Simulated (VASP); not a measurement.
# Ga2O3 (R-3c) in VASP: notebook, part 2 of 2

VASP 6.6.1. The steps go on from the part before.

### Step 4. Single point, r2SCAN

File POSCAR:

```
Ga2O3
1.0
    2.4922597440      1.4389068341      4.4806440197
   -2.4922597440      1.4389068341      4.4806440197
    0.0000000000     -2.8778136682      4.4806440197
Ga O
4 6
Direct
    0.8554260894      0.8554260894      0.8554260894
    0.3554260894      0.3554260894      0.3554260894
    0.1445739106      0.1445739106      0.1445739106
    0.6445739106      0.6445739106      0.6445739106
    0.4463666996      0.0536333004      0.7500000000
    0.0536333004      0.7500000000      0.4463666996
    0.5536333004      0.9463666996      0.2500000000
    0.2500000000      0.5536333004      0.9463666996
    0.9463666996      0.2500000000      0.5536333004
    0.7500000000      0.4463666996      0.0536333004
```

File INCAR.step1:

```
SYSTEM = Ga2O3
PREC = Accurate ; ENCUT = 520
ISMEAR = -1 ; SIGMA = 0.02
LREAL = .False. ; LASPH = .True.
NELM = 60 ; NBANDS = 55
GGA = PE ; ALGO = Normal
EDIFF = 1E-4 ; LWAVE = .True.
LCHARG = .False.
```

File INCAR.step2:

```
SYSTEM = Ga2O3
PREC = Accurate ; ENCUT = 520
EDIFF = 1E-6 ; ISMEAR = -1
SIGMA = 0.02 ; LREAL = .False.
LASPH = .True. ; NELM = 60
ALGO = Normal ; ISIF = 2
LWAVE = .False. ; LCHARG = .True.
METAGGA = R2SCAN ; LMIXTAU = .True.
LELF = .True. ; LVHAR = .True.
NBANDS = 55 ; ISTART = 1
```

File KPOINTS:

```
regular mesh
0
Gamma
  6 6 6
  0 0 0
```

Potentials or basis: VASP PAW PBE potentials, release 64 (Ga_d, O).

Command:

```
cat potpaw_PBE.64/Ga_d/POTCAR potpaw_PBE.64/O/POTCAR > POTCAR
cp INCAR.step1 INCAR
mpirun -np 1 vasp_std > vasp.out
cp INCAR.step2 INCAR
mpirun -np 1 vasp_std > vasp.out
```

OUTCAR:

```text
SYSTEM = Ga2O3
   PREC = Accurate
   ENCUT = 520
   EDIFF = 1E-6
   ISMEAR = -1
   LREAL = .False.
   LASPH = .True.
   NELM = 60
   ISIF = 2
   METAGGA = R2SCAN
   ISTART = 1

 ion  position               nearest neighbor table
   1  0.855  0.855  0.855-   8 1.93   7 1.93   9 1.93   5 2.07   6 2.07  10 2.07   4 2.83
   2  0.355  0.355  0.355-   6 1.93   5 1.93  10 1.93   7 2.07   9 2.07   8 2.07   3 2.83
   3  0.145  0.145  0.145-  10 1.93   5 1.93   6 1.93   7 2.07   9 2.07   8 2.07   2 2.83
   4  0.645  0.645  0.645-   9 1.93   7 1.93   8 1.93   5 2.07   6 2.07  10 2.07   1 2.83
   5  0.446  0.054  0.750-   2 1.93   3 1.93   1 2.07   4 2.07
   6  0.054  0.750  0.446-   2 1.93   3 1.93   1 2.07   4 2.07
   7  0.554  0.946  0.250-   1 1.93   4 1.93   3 2.07   2 2.07
   8  0.250  0.554  0.946-   1 1.93   4 1.93   3 2.07   2 2.07
   9  0.946  0.250  0.554-   4 1.93   1 1.93   3 2.07   2 2.07
  10  0.750  0.446  0.054-   3 1.93   2 1.93   1 2.07   4 2.07

  LATTYP: Found a trigonal (rhomboedric) cell.
 ALAT       =     5.3252213419
 COS(alpha) =     0.5619322590

  Lattice vectors:

 A1 = (   2.4922597440,   1.4389068341,   4.4806440197)
 A2 = (  -2.4922597440,   1.4389068341,   4.4806440197)
 A3 = (   0.0000000000,  -2.8778136682,   4.4806440197)

Analysis of symmetry for initial positions (statically):
=====================================================================
 Subroutine PRICEL returns:
 Original cell was already a primitive cell.

 Routine SETGRP: Setting up the symmetry group for a
 trigonal (rhombohedral) supercell.

 Subroutine GETGRP returns: Found 12 space group operations
 (whereof  6 operations were pure point group operations)
 out of a pool of 12 trial point group operations.

The static configuration has the point symmetry S_6 .
 The point group associated with its full space group is D_3d.

Analysis of symmetry for dynamics (positions and initial velocities):
=====================================================================
 Subroutine PRICEL returns:
 Original cell was already a primitive cell.

[... 152 lines left out ...]
   IVDW    =     0    specifies the selected vdW correction
   LEPSILON=     F    determine dielectric tensor
   LRPA    =     F    only Hartree local field effects (RPA)
 non-spin polarized calculation
  energy-cutoff  :      520.00
  volume of cell :       96.41
 maximum number of plane-waves:      2610
   NGX = 19   NGY = 19   NGZ = 19

 number of electron      87.9999977 magnetization

 Free energy of the ion-electron system (eV)
  ---------------------------------------------------
  ext. energy  EPLUGINS =         0.00000000
  ---------------------------------------------------
  free energy    TOTEN  =      -102.32858480 eV

  energy without entropy =     -102.32858480  energy(sigma->0) =     -102.32858480

 E-fermi :   4.5622     XC(G=0): -13.1603

 val. band max:        4.1273855746   @ k =  -0.1667   0.1667   0.0000
 cond. band min:       7.6714354324   @ k =   0.0000   0.0000   0.0000
 fundamental gap:      3.5440498578
 Fermi energy:         4.5622438115

 k-point     1 :       0.0000    0.0000    0.0000
  band No.  band energies     occupation
      1     -15.7973      2.00000
      2     -13.8158      2.00000
      3     -13.8074      2.00000
      4     -13.8074      2.00000
      5     -13.7802      2.00000
      6     -13.7802      2.00000
[... 1381 lines left out ...]
     54      17.1610      0.00000
     55      17.4862      0.00000

 [... further k-points ...]

------------------------ aborting loop because EDIFF is reached ----------------------------------------

  FORCE on cell =-STRESS in cart. coord.  units (eV):
  Direction    XX          YY          ZZ          XY          YZ          ZX
  --------------------------------------------------------------------------------------
  -------------------------------------------------------------------------------------
  Total        1.2740504      1.2740504      0.8656050      0.0000000      0.0000000      0.0000000
  in kB       21.1728595     21.1728595     14.3850936      0.0000000      0.0000000      0.0000000
  external PRESSURE =      18.9102709 kB  Pullay stress =       0.0000000 kB

 VOLUME and BASIS-vectors are now :
 -----------------------------------------------------------------------------
  energy-cutoff  :      520.00
  volume of cell :       96.41
      direct lattice vectors                 reciprocal lattice vectors
     2.492259744  1.438906834  4.480644020     0.200621144  0.115828671  0.074394067
    -2.492259744  1.438906834  4.480644020    -0.200621144  0.115828671  0.074394067
     0.000000000 -2.877813668  4.480644020     0.000000000 -0.231657343  0.074394067

 POSITION                                       TOTAL-FORCE (eV/Angst)
 -----------------------------------------------------------------------------------
      0.00000      0.00000     11.49858         0.000000      0.000000     -0.034104
      0.00000      0.00000      4.77761         0.000000      0.000000     -0.034104
      0.00000      0.00000      1.94335         0.000000      0.000000      0.034104
      0.00000      0.00000      8.66432         0.000000      0.000000      0.034104
      0.97879     -1.43891      5.60081         0.041233      0.000000      0.000000
     -1.73553     -0.12821      5.60081        -0.020617     -0.035709      0.000000
     -0.97879      1.43891      7.84113        -0.041233      0.000000      0.000000
     -0.75673     -1.56711      7.84113         0.020617     -0.035709      0.000000
      1.73553      0.12821      7.84113         0.020617      0.035709      0.000000
      0.75673      1.56711      5.60081        -0.020617      0.035709      0.000000
 -----------------------------------------------------------------------------------
    total drift:                               -0.000000     -0.000000     -0.000000

  FREE ENERGIE OF THE ION-ELECTRON SYSTEM (eV)
  ---------------------------------------------------
  free  energy   TOTEN  =      -102.3285847958 eV

  energy  without entropy=     -102.3285847957  energy(sigma->0) =     -102.32858480
```

OUTCAR.step1:

```text
SYSTEM = Ga2O3
   PREC = Accurate
   ENCUT = 520
   ISMEAR = -1
   LREAL = .False.
   LASPH = .True.
[... 1646 lines left out ...]
     -0.75673     -1.56711      7.84113         0.012248     -0.021214     -0.000000
      1.73553      0.12821      7.84113         0.012248      0.021214     -0.000000
      0.75673      1.56711      5.60081        -0.012248      0.021214     -0.000000
 -----------------------------------------------------------------------------------
    total drift:                               -0.000000     -0.000000     -0.000000

  FREE ENERGIE OF THE ION-ELECTRON SYSTEM (eV)
  ---------------------------------------------------
  free  energy   TOTEN  =       -59.2422164735 eV

  energy  without entropy=      -59.2422164735  energy(sigma->0) =      -59.24221647
```

Wall time 8.5 min (1 thread of Intel Xeon Platinum 8488C (Sapphire Rapids), shared host); peak memory 0.32 GiB.

Results:

- Free energy: -102.3286 eV
- Pressure: 1.9 GPa
- Largest force: 0.041 eV/Å
- Band gap on the k mesh: 3.54 eV (least direct gap 3.80 eV)

Forces on the atoms (eV/Å):
```
Ga   0.000  0.000 -0.034
Ga   0.000  0.000 -0.034
Ga   0.000  0.000  0.034
Ga   0.000  0.000  0.034
O    0.041  0.000  0.000
O   -0.021 -0.036  0.000
O   -0.041  0.000  0.000
O    0.021 -0.036  0.000
O    0.021  0.036  0.000
O   -0.021  0.036  0.000
```

Caveat: the PAW data sets were made with another functional, which shifts forces and pressure a little.

### Step 5. Relaxation of cell and atoms, PBE

This run uses another cell than the first one, of 7.83 Å³/atom.

File INCAR:

```
SYSTEM = Ga2O3
  PREC = Accurate
  ENCUT = 600
  EDIFF = 1E-7
  ISMEAR = -1
  SIGMA = 0.02
  LREAL = .FALSE.
  LASPH = .TRUE.
  NELM = 100
  ALGO = Normal
  ISIF = 3
  LWAVE = .FALSE.
  LCHARG = .FALSE.
  GGA = PE
  IBRION = 2
  NSW = 80
  EDIFFG = -0.005
```

File KPOINTS:

```
regular mesh
0
G
  6 6 6
  0 0 0
```

File POSCAR:

```
Ga2O3
1.0
    2.3182887500      1.3384646339      4.2038302667
   -2.3182887500      1.3384646339      4.2038302667
    0.0000000000     -2.6769292677      4.2038302667
Ga O
4 6
Direct
    0.8550000000      0.8550000000      0.8550000000
    0.3550000000      0.3550000000      0.3550000000
    0.1450000000      0.1450000000      0.1450000000
    0.6450000000      0.6450000000      0.6450000000
    0.4450000000      0.0550000000      0.7500000000
    0.0550000000      0.7500000000      0.4450000000
    0.5550000000      0.9450000000      0.2500000000
    0.2500000000      0.5550000000      0.9450000000
    0.9450000000      0.2500000000      0.5550000000
    0.7500000000      0.4450000000      0.0550000000
```

Command:

```
cat potpaw_PBE.64/Ga_d/POTCAR potpaw_PBE.64/O/POTCAR > POTCAR
mpirun -np 1 vasp_std > vasp.out
```

Run time: 22 min. Hardware: 1 thread of Intel Xeon Platinum 8259CL at 2.50GHz (Skylake/Cascade Lake), shared host; peak memory 0.31 GiB.

The run converged. Its results:

```yaml
Free_energy: -59.3620 eV
Relaxed_volume: 10.10 Å³/atom
Relaxed_cell: a = 5.406 Å, b = 5.406 Å, c = 5.406 Å, α = 55.87°, β = 55.87°, γ = 55.87°
Space_group_after_relaxing_to_0.1_Å: R-3c (No. 167)
Energy_gained_by_relaxing: 509.0 meV/atom
Ionic_steps: 12
Pressure_after_relaxing: 0.0 GPa
Largest_force_after_relaxing: 0.004 eV/Å
Band_gap_on_the_k_mesh: 2.35 eV (least direct gap 2.58 eV)
```

Forces on the atoms (eV/Å):
```
Ga   0.000  0.000  0.004
Ga   0.000  0.000  0.004
Ga   0.000  0.000 -0.004
Ga   0.000  0.000 -0.004
O   -0.004  0.000  0.000
O    0.002  0.003  0.000
O    0.004  0.000  0.000
O   -0.002  0.003  0.000
O   -0.002 -0.003  0.000
O    0.002 -0.003  0.000
```

The path:
| step | energy change (eV) | largest force (eV/Å) | pressure (GPa) | volume (Å³) |
| --- | --- | --- | --- | --- |
| 1 | 0.0000 | 0.1183 | 89.63 | 78.27 |
| 2 | 0.1434 | 0.1045 | -33.86 | 139.05 |
| 3 | -5.0693 | 0.1007 | -3.09 | 102.65 |
| 4 | -5.0842 | 0.1018 | -0.94 | 101.49 |
| 5 | -5.0856 | 0.1022 | 0.06 | 100.99 |
| 6 | -5.0887 | 0.0519 | 0.05 | 101.02 |
| 7 | -5.0892 | 0.0209 | 0.04 | 101.03 |
| 8 | -5.0895 | 0.0148 | -0.07 | 101.07 |
| 9 | -5.0896 | 0.0102 | -0.12 | 101.10 |
| 10 | -5.0896 | 0.0094 | -0.13 | 101.10 |
| 11 | -5.0896 | 0.0026 | 0.11 | 100.98 |
| 12 | -5.0897 | 0.0041 | -0.01 | 101.03 |

Final structure:
```
Ga O
1.0
     2.53265    1.46222    4.54673
    -2.53265    1.46222    4.54673
     0.00000   -2.92445    4.54673
Ga O
4 6
Direct
  0.85590 0.85590 0.85590
  0.35590 0.35590 0.35590
  0.14410 0.14410 0.14410
  0.64410 0.64410 0.64410
  0.44696 0.05304 0.75000
  0.05304 0.75000 0.44696
  0.55304 0.94696 0.25000
  0.25000 0.55304 0.94696
  0.94696 0.25000 0.55304
  0.75000 0.44696 0.05304
```

Levels at points of the mesh, in eV from the valence-band top:
```
           k point  band 42  band 43  band 44  band 45  band 46  band 47
(0.00, 0.00, 0.00)    -0.31    -0.23    -0.23     2.35     6.26     6.52
(0.50, 0.00, 0.00)    -0.92    -0.15    -0.15     5.96     5.96     6.33
(0.50, 0.50, 0.00)    -0.69    -0.25    -0.15     6.07     6.30     7.19
(0.50, 0.50, 0.50)    -0.29    -0.29    -0.29     5.43     5.43     7.43
```

Caveat: the volume moved by over 15 % at a fixed basis, so the end points are rough. A k mesh can miss the band edges.

### Step 6. Overview

```tsv
task	level	cell	cutoff (eV)	gap on the mesh (eV)	pressure (GPa)	largest force (eV/Å)
single point	PBE	a = 5.325 Å, angles 55.8°, 10 atoms, atomic positions A	520	2.85	10.4	0.07
single point	PBE	a = 5.399 Å, angles 55.9°, 10 atoms, atomic positions B	520	2.39	1.0	0.01
single point	r2SCAN	a = 5.325 Å, angles 55.8°, 10 atoms, atomic positions A	520	3.54	1.9	0.04
relaxation of cell and atoms	PBE	relaxed from a = 4.984 Å, angles 55.4°, 10 atoms, atomic positions C	600	2.35	0.0	-
```

Alike in all rows: potentials or basis VASP PAW PBE potentials, release 64 (Ga_d, O); no spin polarisation; k mesh 6 × 6 × 6; smearing fermi-dirac 0.02 eV.

Caveats: the cell stands under pressure (at least some runs); the PAW data sets were made with another functional, which shifts forces and pressure a little (at least some runs); the volume moved by over 15 % at a fixed basis, so the end points are rough (at least some runs).

Absolute energies hang on the potentials; compare differences alone.
